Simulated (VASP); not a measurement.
Crystal: B2O.

```xyz
6
Lattice="2.5473 0.0000 0.0000 -1.2736 2.2060 0.0000 0.0000 0.0000 10.2967" Properties=species:S:1:pos:R:3 pbc="T T T"
B     0.0000    0.0000    4.2645
B     0.0000    0.0000    6.0322
B     1.2736    0.7353    0.3184
B     0.0000    1.4707    9.9782
O     1.2736    0.7353    3.7029
O     0.0000    1.4707    6.5937
```

```yaml
Program: VASP 6.6.1
Task: relaxation of shape and atoms at fixed volume
Functional: PBEsol
Potentials_or_basis: VASP PAW PBE potentials, release 64 (B, O)
Cutoff: 600 eV
k_mesh: 18 × 18 × 4
Occupations: gaussian, width 0.1 eV
Spin: no spin polarisation
```

At the start: pressure -4.6 GPa; volume 9.64 Å³/atom.

**Question.** How do energy, volume and symmetry change on relaxing?

**Answer.** Over 11 steps the energy falls by 3.4 meV/atom; space group P-3m1 (No. 164, to 0.1 Å) before and after.

The path:
```tsv
step	energy change (eV)	largest force (eV/Å)	pressure (GPa)	volume (Å³)
1	0.0000	0.3671	-4.57	57.86
2	-0.0142	0.2628	-2.31	57.86
3	-0.0149	0.3225	-1.72	57.86
4	-0.0155	0.2951	-0.58	57.86
5	-0.0177	0.1035	-1.11	57.86
6	-0.0190	0.0501	-0.93	57.86
7	-0.0193	0.0271	-0.76	57.86
8	-0.0201	0.0248	-0.58	57.86
9	-0.0204	0.0446	-0.38	57.86
10	-0.0202	0.1115	-0.41	57.86
11	-0.0205	0.0053	-0.41	57.86
```

Final structure:
```
CELL_PARAMETERS angstrom
2.53080 0.00000 0.00000
-1.26540 2.19174 0.00000
0.00000 0.00000 10.43105
ATOMIC_POSITIONS crystal
B 0.00000 0.00000 0.41610
B 0.00000 0.00000 0.58390
B 0.66667 0.33333 0.02945
B 0.33333 0.66667 0.97055
O 0.66667 0.33333 0.36295
O 0.33333 0.66667 0.63705
```

Caveat: the PAW data sets were made with another functional, which shifts forces and pressure a little; this functional lacks dispersion, which binds layers or chains, so the pressure and a relaxed spacing across them are unreliable.
